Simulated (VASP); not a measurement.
# HC8 in VASP: further runs

Runs on HC8. Level: PBE+D3(BJ). Tasks: single point.

Program: VASP 6.6.1. These are calculated values, not measurements. Logs are shortened: lines on timing, memory, paths and dates and some standing lists are left out, and cuts for length are marked.

## (1) The cell of the first run

The cell holds a slab with vacuum, 9 atoms: a = 2.466 Å, b = 2.465 Å, c = 29.199 Å, α = 90.00°, β = 90.00°, γ = 120.01°.

## (2) Single point, PBE+D3(BJ)

The input, INCAR:

```
ALGO = Normal
DIPOL = 0.5 0.5 0.474
EDIFF = 1E-6
ENCUT = 520
GGA = PE
IDIPOL = 3
ISIF = 2
ISMEAR = 0
IVDW = 12
LASPH = True
LCHARG = False
LDIPOL = True
LREAL = False
LWAVE = False
NBANDS = 26
NELM = 60
PREC = Accurate
SIGMA = 0.1
```

The input, KPOINTS:

```
k-points
0
Gamma
  12 12 1
```

The input, POSCAR:

```
HC8
1.0
    2.4655379958      0.0000000000      0.0000000000
   -1.2327689979      2.1341461202      0.0000000000
    0.0000000000      0.0000000000     29.1985170553
C H
8 1
Direct
    0.0833101793      0.1666203587      0.2911106747
    0.4166898206      0.8333796413      0.2911106747
    0.5833101794      0.1666203587      0.4075389574
    0.9166898206      0.8333796413      0.4075389574
    0.0798416866      0.1596833732      0.5203122065
    0.4201583134      0.8403166268      0.5203122065
    0.5835787568      0.1671575136      0.6330846713
    0.9164212432      0.8328424864      0.6330846713
    0.2500000000      0.5000000000      0.5578392208
```

Potentials or basis: VASP PAW PBE potentials, release 64 (C, H).

Started as:

```bash
cat potpaw_PBE.64/C/POTCAR potpaw_PBE.64/H/POTCAR > POTCAR
mpirun -np 1 vasp_std > vasp.out
```

OUTCAR:

```text
EDIFF = 1E-6
   ENCUT = 520
   GGA = PE
   ISIF = 2
   ISMEAR = 0
   IVDW = 12
   LASPH = True
   LREAL = False
   NELM = 60
   PREC = Accurate
 IVDW          = 12

 ion  position               nearest neighbor table
   1  0.083  0.167  0.291-   2 1.42   2 1.42   2 1.42
   2  0.417  0.833  0.291-   1 1.42   1 1.42   1 1.42
   3  0.583  0.167  0.408-   4 1.42   4 1.42   4 1.42
   4  0.917  0.833  0.408-   3 1.42   3 1.42   3 1.42
   5  0.080  0.160  0.520-   9 1.31   6 1.41   6 1.41   6 1.45
   6  0.420  0.840  0.520-   9 1.31   5 1.41   5 1.41   5 1.45
   7  0.584  0.167  0.633-   8 1.42   8 1.42   8 1.42
   8  0.916  0.833  0.633-   7 1.42   7 1.42   7 1.42
   9  0.250  0.500  0.558-   5 1.31   6 1.31

  Warning from LATTYP: Monoclinic adjustment (A1->A3, A2->A1, A3->A2)!
  LATTYP: Found a base centered orthorhombic cell.
 ALAT       =     2.4655379958
 B/A-ratio  =     1.7311808813
 C/A-ratio  =    11.8426554793

  Lattice vectors:

 A1 = (   1.2327689979,  -2.1341461202,   0.0000000000)
 A2 = (   1.2327689979,   2.1341461202,   0.0000000000)
 A3 = (   0.0000000000,   0.0000000000,  29.1985170553)

Analysis of symmetry for initial positions (statically):
=====================================================================
 Subroutine PRICEL returns:
 Original cell was already a primitive cell.

 Routine SETGRP: Setting up the symmetry group for a
 base centered orthorhombic supercell.

 Subroutine GETGRP returns: Found  4 space group operations
 (whereof  2 operations were pure point group operations)
 out of a pool of  8 trial point group operations.

The static configuration has the point symmetry C_1h.
 The point group associated with its full space group is C_2v.

Analysis of symmetry for dynamics (positions and initial velocities):
=====================================================================
 Subroutine PRICEL returns:
 Original cell was already a primitive cell.

 Routine SETGRP: Setting up the symmetry group for a
 base centered orthorhombic supercell.

 Subroutine GETGRP returns: Found  4 space group operations
 (whereof  2 operations were pure point group operations)
 out of a pool of  8 trial point group operations.

The dynamic configuration has the point symmetry C_1h.
 The point group associated with its full space group is C_2v.

 Subroutine INISYM returns: Found  4 space group operations
 (whereof  2 operations are pure point group operations),
 and found     1 'primitive' translations

----------------------------------------------------------------------------------------

                                     Primitive cell

  volume of cell :     153.6373

  direct lattice vectors                    reciprocal lattice vectors
     2.465537996  0.000000000  0.000000000     0.405590991  0.234285739  0.000000000
    -1.232768998  2.134146120  0.000000000     0.000000000  0.468571477  0.000000000
     0.000000000  0.000000000 29.198517055     0.000000000  0.000000000  0.034248315

  length of vectors
     2.465537996  2.464609313 29.198517055     0.468394982  0.468571477  0.034248315

  position of ions in fractional coordinates (direct lattice)
     0.083310179  0.166620359  0.291110675
     0.416689821  0.833379641  0.291110675
     0.583310179  0.166620359  0.407538957
     0.916689821  0.833379641  0.407538957
     0.079841687  0.159683373  0.520312207
     0.420158313  0.840316627  0.520312207
     0.583578757  0.167157514  0.633084671
     0.916421243  0.832842486  0.633084671
     0.250000000  0.500000000  0.557839221

  ion indices of the primitive-cell ions
   primitive index   ion index
                 1           1
                 2           2
                 3           3
                 4           4
                 5           5
                 6           6
                 7           7
                 8           8
                 9           9

----------------------------------------------------------------------------------------

 KPOINTS: k-points

Automatic generation of k-mesh.
 Grid dimensions read from file:
 generate k-points for:   12   12    1

 Generating k-lattice:

  Cartesian coordinates                     Fractional coordinates (reciprocal lattice)
     0.033799249  0.019523812  0.000000000     0.083333333 -0.000000000  0.000000000
     0.000000000  0.039047623  0.000000000     0.000000000  0.083333333  0.000000000
     0.000000000  0.000000000  0.034248315     0.000000000  0.000000000  1.000000000

  Length of vectors
     0.039032915  0.039047623  0.034248315

  Shift w.r.t. Gamma in fractional coordinates (k-lattice)
     0.000000000  0.000000000  0.000000000

 Subroutine IBZKPT returns following result:
 ===========================================

 Found     43 irreducible k-points:

 Following reciprocal coordinates:
            Coordinates               Weight
  0.000000  0.000000  0.000000      1.000000
  0.083333  0.000000  0.000000      4.000000
  0.166667  0.000000  0.000000      4.000000
  0.250000  0.000000  0.000000      4.000000
  0.333333 -0.000000  0.000000      4.000000
  0.416667  0.000000  0.000000      4.000000
[... 16 lines left out ...]
  0.333333  0.166667  0.000000      4.000000
  0.416667  0.166667  0.000000      4.000000
 [... further k-points ...]
   k-points           NKPTS =     43   k-points in BZ     NKDIM =     43   number of bands    NBANDS=     26
   number of dos      NEDOS =    301   number of ions     NIONS =      9
   total plane-waves  NPLWV =  72576
   dimension x,y,z NGX =    18 NGY =   18 NGZ =  224
   dimension x,y,z NGXF=    36 NGYF=   36 NGZF=  448
   ions per type =               8   1
   NGX,Y,Z   is equivalent  to a cutoff of  12.14, 12.14, 12.75 a.u.
   NGXF,Y,Z  is equivalent  to a cutoff of  24.27, 24.28, 25.51 a.u.
 SYSTEM =  unknown system
   PREC   = accura    normal or accurate (medium, high low for compatibility)
   ISTART =      0    job   : 0-new  1-cont  2-samecut
   ICHARG =      2    charge: 1-file 2-atom 10-const
   ISPIN  =      1    spin polarized calculation?
   LNONCOLLINEAR =      F non collinear calculations
   LSORBIT =      F    spin-orbit coupling
   LASPH  =      T    aspherical Exc in radial PAW
   ENCUT  =  520.0 eV  38.22 Ry    6.18 a.u.   4.58  4.58 54.29*2*pi/ulx,y,z
   NELM   =     60;   NELMIN=  2; NELMDL= -5     # of ELM steps
   EDIFF  = 0.1E-05   stopping-criterion for ELM
   LREAL  =      F    real-space projection
   EDIFFG = 0.1E-04   stopping-criterion for IOM
   NSW    =      0    number of steps for IOM
   IBRION =     -1    ionic relax: 0-MD 1-quasi-New 2-CG
   NFREE  =      0    steps in history (QN), initial steepest desc. (CG)
   ISIF   =      2    stress and relaxation
   ISYM   =      2    0-nonsym 1-usesym 2-fastsym
   POTIM  = 0.5000    time-step for ionic-motion
   TEBEG  =    0.0;   TEEND  =   0.0 temperature during run
   PSTRESS=    0.0 pullay stress
   NELECT =      33.0000    total number of electrons
   NUPDOWN=      -1.0000    fix difference up-down
   EMIN   =  10.00;   EMAX   =-10.00  energy-range for DOS
   EFERMI =   0.00;   METHOD = LEGACY
   ISMEAR =     0;   SIGMA  =   0.10  broadening in eV -4-tet -1-fermi 0-gaus
   EFERMI_NEDOS =   21; number of points for ismear=-14 and -15
   IALGO  =     38    algorithm
   IMIX   =      4    mixing-type and parameters
     AMIX     =   0.40;   BMIX     =  1.00
     AMIX_MAG =   1.60;   BMIX_MAG =  1.00
  volume/ion in A,a.u.               =      17.07       115.20
  Fermi-wavevector in a.u.,A,eV,Ry     =   0.980424  1.852733 13.078344  0.961231
  Thomas-Fermi vector in A             =   2.111353
   LORBIT       =      0    0 simple, 1 ext, 2 COOP (PROOUT), +10 PAW based schemes
   GGA     = PE    functional components
   LHFCALC =     F    Hartree Fock is set to
   AEXX    =    0.0000 exact exchange contribution
   IVDW    =    12    specifies the selected vdW correction
   LEPSILON=     F    determine dielectric tensor
   LRPA    =     F    only Hartree local field effects (RPA)
 non-spin polarized calculation
 Gauss-broadening in eV      SIGMA  =   0.10
  energy-cutoff  :      520.00
  volume of cell :      153.64
 maximum number of plane-waves:      4190
   NGX =  9   NGY =  9   NGZ =109

 dipolmoment           0.000000      0.000000      0.128500 electrons x Angstroem

 number of electron      32.9999992 magnetization

 dipolmoment           0.000000      0.000000     -0.028635 electrons x Angstroem

 Free energy of the ion-electron system (eV)
  ---------------------------------------------------
  ext. energy  EPLUGINS =         0.00000000
  ---------------------------------------------------
  free energy    TOTEN  =       -74.76313802 eV

  energy without entropy =      -74.75730182  energy(sigma->0) =      -74.76021992

 E-fermi :   0.6698     XC(G=0):  -5.1324

 val. band max:        0.6668962185   @ k =   0.2500   0.3333   0.0000
 cond. band min:       0.7199153678   @ k =   0.3333   0.2500   0.0000
 fundamental gap:      0.0530191492
 Fermi energy:         0.6697564710

 k-point     1 :       0.0000    0.0000    0.0000
  band No.  band energies     occupation
      1     -21.5776      2.00000
      2     -20.0093      2.00000
      3     -19.2178      2.00000
      4     -18.9222      2.00000
      5     -11.2048      2.00000
      6      -8.0860      2.00000
[... 18 lines left out ...]
     25       7.2837      0.00000
     26       7.7165      0.00000

 k-point     2 :       0.0833    0.0000    0.0000
  band No.  band energies     occupation
      1     -21.4119      2.00000
      2     -19.8448      2.00000
      3     -19.0532      2.00000
      4     -18.7583      2.00000
      5     -11.0356      2.00000
      6      -7.8935      2.00000
[... 18 lines left out ...]
     25       7.6710      0.00000
     26       7.8690      0.00000

 k-point     3 :       0.1667    0.0000    0.0000
  band No.  band energies     occupation
      1     -20.9174      2.00000
      2     -19.3530      2.00000
      3     -18.5612      2.00000
      4     -18.2684      2.00000
      5     -10.5617      2.00000
      6      -7.3408      2.00000
[... 18 lines left out ...]
     25       7.4992      0.00000
     26       7.8505      0.00000

 k-point     4 :       0.2500    0.0000    0.0000
  band No.  band energies     occupation
      1     -20.1040      2.00000
      2     -18.5397      2.00000
      3     -17.7476      2.00000
      4     -17.4582      2.00000
      5     -10.1043      2.00000
      6      -8.5297      2.00000
[... 18 lines left out ...]
     25       7.4890      0.00000
     26       7.5286      0.00000
[... 496 lines left out ...]
      1     -18.4849      2.00000
      2     -16.9439      2.00000
      3     -16.1515      2.00000
      4     -15.8682      2.00000
      5     -11.4946      2.00000
      6      -9.9551      2.00000
[... 18 lines left out ...]
     25       8.6745      0.00000
     26       9.4401      0.00000

 k-point    23 :       0.3333    0.1667    0.0000
  band No.  band energies     occupation
      1     -17.1718      2.00000
      2     -15.5636      2.00000
      3     -14.7711      2.00000
      4     -14.4931      2.00000
      5     -13.1717      2.00000
      6     -11.8703      2.00000
[... 18 lines left out ...]
     25      10.1459      0.00000
     26      10.2979      0.00000

 k-point    24 :       0.4167    0.1667    0.0000
  band No.  band energies     occupation
      1     -16.2895      2.00000
      2     -14.3606      2.00000
      3     -14.1363      2.00000
      4     -13.5253      2.00000
      5     -13.3095      2.00000
      6     -13.2703      2.00000
[... 18 lines left out ...]
     25      10.2459      0.00000
     26      10.5338      0.00000

 [... further k-points ...]

------------------------ aborting loop because EDIFF is reached ----------------------------------------

 vacuum level on the upper side and lower side of the slab       (xc-potential included)        -0.689         0.293

 Edisp (eV)   -1.16279

 E8    (eV) :    -0.3319

  FORCE on cell =-STRESS in cart. coord.  units (eV):
  Direction    XX          YY          ZZ          XY          YZ          ZX
  --------------------------------------------------------------------------------------
  -------------------------------------------------------------------------------------
  Total       4.07080     5.45036    -0.04164     0.00000     0.00000     0.00000
  in kB      42.45158    56.83803    -0.43419     0.00000     0.00000     0.00000
  external pressure =       32.95 kB  Pullay stress =        0.00 kB

 VOLUME and BASIS-vectors are now :
 -----------------------------------------------------------------------------
  energy-cutoff  :      520.00
  volume of cell :      153.64
      direct lattice vectors                 reciprocal lattice vectors
     2.465537996  0.000000000  0.000000000     0.405590991  0.234285739  0.000000000
    -1.232768998  2.134146120  0.000000000     0.000000000  0.468571477  0.000000000
     0.000000000  0.000000000 29.198517055     0.000000000  0.000000000  0.034248315

 POSITION                                       TOTAL-FORCE (eV/Angst)
 -----------------------------------------------------------------------------------
     -0.00000      0.35559      8.50000        -0.000000      0.095519      0.001859
     -0.00000      1.77855      8.50000         0.000000     -0.095519      0.001859
      1.23277      0.35559     11.89953         0.000000      0.068409     -0.002726
      1.23277      1.77855     11.89953         0.000000     -0.068409     -0.002726
      0.00000      0.34079     15.19234         0.000000     -0.008577     -0.006588
      0.00000      1.79336     15.19234         0.000000      0.008577     -0.006588
      1.23277      0.35674     18.48513        -0.000000     -0.001147      0.001207
      1.23277      1.77741     18.48513         0.000000      0.001147      0.001207
      0.00000      1.06707     16.28808         0.000000      0.000000      0.012496
 -----------------------------------------------------------------------------------
    total drift:                                0.000000     -0.000000     -0.000024

  FREE ENERGIE OF THE ION-ELECTRON SYSTEM (eV)
  ---------------------------------------------------
  free  energy   TOTEN  =       -75.9259274462 eV

  energy  without entropy=      -75.9200912440  energy(sigma->0) =      -75.92300935

 vacuum level on the upper side and lower side of the slab         3.715         4.717
```

Wall time 2.9 min (1 thread of Intel Xeon 6975P-C (Granite Rapids), shared host); peak memory 0.33 GiB.

Results:

| Property | Result |
| --- | --- |
| Free energy | -75.9259 eV |
| Largest force | 0.096 eV/Å |
| Dispersion energy per atom | -0.129 eV |

Forces on the atoms (eV/Å):
```
C    0.000  0.096  0.002
C    0.000 -0.096  0.002
C    0.000  0.068 -0.003
C    0.000 -0.068 -0.003
C    0.000 -0.009 -0.007
C    0.000  0.009 -0.007
C    0.000 -0.001  0.001
C    0.000  0.001  0.001
H    0.000  0.000  0.012
```

Levels at points of the mesh, in eV from the Fermi level:
```csv
k point,band 12,band 13,band 14,band 15,band 16,band 17,band 18,band 19,band 20,band 21
"(0.00, 0.00, 0.00)",-4.11,-3.37,-3.36,-3.12,-3.11,0.88,2.86,3.48,3.74,4.65
"(0.50, 0.00, 0.00)",-6.49,-6.42,-3.73,-2.82,-2.48,-0.64,0.34,1.34,1.62,4.96
"(0.00, 0.50, 0.00)",-6.50,-4.97,-4.76,-3.43,-2.88,-2.20,0.43,1.06,1.83,5.10
```

## (3) Single point, PBE+D3(BJ)

The input, INCAR:

```
SYSTEM = HC8
ALGO = Normal ; DIPOL = 0.5 0.5 0.474
EDIFF = 1E-6 ; ENCUT = 520
GGA = PE ; IDIPOL = 3
ISIF = 2 ; ISMEAR = 0
IVDW = 12 ; LASPH = .True.
LCHARG = .True. ; LDIPOL = .True.
LELF = .True. ; LREAL = .False.
LVACPOTAV = .True. ; LVHAR = .True.
LWAVE = .False. ; NBANDS = 26
NELM = 100 ; PREC = Accurate
SIGMA = 0.1
```

The input, KPOINTS:

```
k-points
0
Gamma
  12 12 1
  0 0 0
```

POSCAR is that of step 2.

Potentials or basis: VASP PAW PBE potentials, release 64 (C, H).

Started as:

```bash
cat potpaw_PBE.64/C/POTCAR potpaw_PBE.64/H/POTCAR > POTCAR
mpirun -np 1 vasp_std > vasp.out
```

It took 2.7 min on 1 thread of Intel Xeon 6975P-C (Granite Rapids), shared host; peak memory 0.34 GiB.

It converged, with:

| Property | Result |
| --- | --- |
| Free energy | -75.9259 eV |
| Largest force | 0.096 eV/Å |
| Dispersion energy per atom | -0.129 eV |

Forces in eV/Å, atoms in the order of the input:
```
C    0.000  0.096  0.002
C    0.000 -0.096  0.002
C    0.000  0.068 -0.003
C    0.000 -0.068 -0.003
C    0.000 -0.009 -0.007
C    0.000  0.009 -0.007
C    0.000 -0.001  0.001
C    0.000  0.001  0.001
H    0.000  0.000  0.012
```

Levels at points of the mesh, in eV from the Fermi level:
| k point | band 14 | band 15 | band 16 | band 17 | band 18 | band 19 |
| --- | --- | --- | --- | --- | --- | --- |
| (0.00, 0.00, 0.00) | -3.36 | -3.12 | -3.11 | 0.88 | 2.86 | 3.48 |
| (0.50, 0.00, 0.00) | -3.73 | -2.82 | -2.48 | -0.64 | 0.34 | 1.34 |
| (0.00, 0.50, 0.00) | -4.76 | -3.43 | -2.88 | -2.20 | 0.43 | 1.06 |
